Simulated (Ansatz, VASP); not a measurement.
# MgBiF4: VASP beside Ansatz

```xyz
6
Lattice="3.6686 0.0000 0.0000 0.0000 3.6686 0.0000 0.0000 0.0000 6.4585" Properties=species:S:1:pos:R:3 pbc="T T T"
Bi    0.0000    0.0000    0.0000
Mg    1.8343    1.8343    3.2293
F     1.8343    0.0000    3.2293
F     0.0000    1.8343    3.2293
F     1.8343    1.8343    1.3563
F     1.8343    1.8343    5.1022
```

Alike in both runs: task single point; functional PBE; k mesh 5 × 5 × 3; no spin polarisation.

|  | VASP | Ansatz |
| --- | --- | --- |
| version | VASP 6.6.1 | Ansatz 0.2.0 |
| potentials or method | VASP PAW PBE potentials, release 64 (Bi_d, Mg, F), cutoff 520 eV | PAW plane waves |
| occupations | methfessel-paxton of order 1, width 0.01 eV | cold, width 0.01 eV |
| valence electrons in the cell | 45 | 53 |

VASP gave:

| Quantity | Value |
| --- | --- |
| gap on the k mesh at the Fermi level (eV) | none |
| pressure (GPa) | 4.8 |
| traceless stress, the component that is largest in VASP (GPa) | 1.14 |
| rms of the force components (eV/Å) | 0.929 |

Task: What did Ansatz give for the same quantities?

Result: gap on the k mesh at the Fermi level (eV): none; pressure (GPa): 5.2; traceless stress, the component that is largest in VASP (GPa): 1.14; rms of the force components (eV/Å): 0.930.

Atom by atom the forces differ by 0.002 eV/Å (rms over components). A gap of «none» marks a metal or a gap that the smearing closes. VASP's potentials hold 45 valence electrons a cell and Ansatz's 53, so a difference there can come from the potentials and not from the codes.

Neither program's run includes spin-orbit coupling.
